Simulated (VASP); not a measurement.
Tl3HBr2:

```
Tl H Br
1.0
     6.73889    0.00000    0.00000
    -3.36944    5.83605    0.00000
     0.00000    0.00000    4.20594
Tl H Br
3 1 2
Direct
  0.50000 0.50000 0.50000
  0.50000 0.00000 0.50000
  0.00000 0.50000 0.50000
  0.00000 0.00000 0.00000
  0.66667 0.33333 0.00000
  0.33333 0.66667 0.00000
```

```yaml
Program: VASP 6.6.1
Task: relaxation of cell and atoms
Functional: PBE
Potentials_or_basis: VASP PAW PBE potentials, release 64 (Tl_d, H, Br)
Cutoff: 600 eV
k_mesh: 3 × 3 × 4
Occupations: gaussian, width 0.1 eV
Spin: no spin polarisation
```

At the start: pressure 14.4 GPa; volume 27.57 Å³/atom.

Question: How do energy, volume and symmetry change on relaxing?

Answer: Over 9 steps the energy falls by 425.5 meV/atom and the volume is 43.44 Å³/atom (+57.6 %); space group P6/mmm (No. 191, to 0.05 Å).

Step by step:
```csv
step,energy change (eV),largest force (eV/Å),pressure (GPa),volume (Å³)
1,0.0000,0.0000,14.44,165.41
2,-2.4073,0.0000,0.29,231.80
3,-2.4073,0.0000,0.28,231.80
4,-2.4402,0.0000,0.28,234.58
5,-2.5112,0.0000,0.28,242.72
6,-2.5443,0.0000,0.28,257.95
7,-2.5483,0.0000,0.28,255.11
8,-2.5514,0.0000,-0.15,263.95
9,-2.5530,0.0000,0.00,260.66
```

Final structure:
```
CELL_PARAMETERS angstrom
8.06884 0.00000 0.00000
-4.03442 6.98782 0.00000
0.00000 0.00000 4.62298
ATOMIC_POSITIONS crystal
Tl 0.50000 0.50000 0.50000
Tl 0.50000 0.00000 0.50000
Tl 0.00000 0.50000 0.50000
H 0.00000 0.00000 0.00000
Br 0.66667 0.33333 0.00000
Br 0.33333 0.66667 0.00000
```

Caveat: the k points lie up to 0.34 Å⁻¹ apart in the final cell; the volume moved by over 15 % at a fixed basis, so the end points are rough.
